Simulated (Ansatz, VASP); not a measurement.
# Rh in VASP and in Ansatz

```xyz
1
Lattice="0.0000 1.9236 1.9236 1.9236 0.0000 1.9236 1.9236 1.9236 0.0000" Properties=species:S:1:pos:R:3 pbc="T T T"
Rh    0.0000    0.0000    0.0000
```

Alike in both runs: functional revPBE; k mesh 14 × 14 × 14; occupations fermi-dirac, width 0.05 eV; collinear spin.

Ansatz relaxed the structure, and its values are those at the end. VASP's run is a single point on that final structure, the one shown.

|  | VASP | Ansatz |
| --- | --- | --- |
| version | VASP 6.6.1 | Ansatz 0.2.0 |
| potentials or method | VASP PAW PBE potentials, release 64 (Rh_pv), cutoff 520 eV | plane waves (420 eV) with PAW, scalar-relativistic |
| valence electrons in the cell | 15 | 17 |

```csv
,VASP,Ansatz,Ansatz less VASP
pressure (GPa),0.1,0.0,-0.12
net moment per atom (μB),0.00,0.00,0.000
```

VASP's potentials were made for PBE, not for revPBE. VASP's potentials hold 15 valence electrons a cell and Ansatz's 17, so a difference there can come from the potentials and not from the codes. Ansatz's warnings: seeded moment not kept.
